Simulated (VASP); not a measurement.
Crystal: GaP.

```xyz
2
Lattice="0.0000 2.7252 2.7252 2.7252 0.0000 2.7252 2.7252 2.7252 0.0000" Properties=species:S:1:pos:R:3 pbc="T T T"
Ga    0.0000    0.0000    0.0000
P     4.0879    4.0879    4.0879
```

Program: VASP 6.6.1. Alike in all runs: task single point; no spin polarisation; cell as given.

Question: Order these runs on this cell by their band gap on the k mesh, lowest first.
A. level LDA; potentials or basis VASP PAW LDA potentials, release 64 (Ga_d, P); k mesh 10 × 10 × 10; cutoff (eV) 520; smearing fermi-dirac 0.05 eV
B. level PBE0; potentials or basis VASP PAW PBE potentials, release 64 (Ga_d, P); k mesh 4 × 4 × 4; cutoff (eV) 520; smearing fermi-dirac 0.05 eV; grid for exact exchange (PRECFOCK) Normal
C. level PBE; potentials or basis VASP PAW PBE potentials, release 64 (Ga_d, P); k mesh 8 × 8 × 8; cutoff (eV) 520; smearing gaussian 0.02 eV
D. level HF; potentials or basis VASP PAW PBE potentials, release 64 (Ga_d, P); k mesh 4 × 4 × 4; cutoff (eV) 400; smearing fermi-dirac 0.05 eV; grid for exact exchange (PRECFOCK) Normal
E. level HSE06; potentials or basis VASP PAW PBE potentials, release 64 (Ga_d, P); k mesh 6 × 6 × 6; cutoff (eV) 520; smearing gaussian 0.01 eV; grid for exact exchange (PRECFOCK) Normal; screening parameter 0.2079 1/Å

Answer: A (1.45 eV), C (1.64 eV), E (2.29 eV), B (3.04 eV), D (7.87 eV).

Caveats: some runs use coarse meshes.

A k mesh can miss the band edges.
